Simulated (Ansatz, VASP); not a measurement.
# One calculation of Si, two programs

```
CELL_PARAMETERS angstrom
0.00000 2.73483 2.73483
2.73483 0.00000 2.73483
2.73483 2.73483 0.00000
ATOMIC_POSITIONS crystal
Si 0.00000 0.00000 0.00000
Si 0.25000 0.25000 0.25000
```

Alike in both runs: task single point; functional PBE; k mesh 8 × 8 × 8; occupations gaussian, width 0.02 eV; no spin polarisation.

```csv
,VASP,Ansatz
version,VASP 6.6.1,Ansatz 0.2.0
potentials or method,"VASP PAW PBE potentials, release 64 (Si), cutoff 500 eV","scalar-relativistic, plane waves, PAW"
valence electrons in the cell,8,8
```

VASP gave:

- gap on the k mesh at the Fermi level (eV): 0.65
- least direct gap on the mesh (eV): 2.56
- pressure (GPa): 0.0

Task: Estimate Ansatz's values.

Result: gap on the k mesh at the Fermi level (eV): 0.65; least direct gap on the mesh (eV): 2.55; pressure (GPa): 0.0.
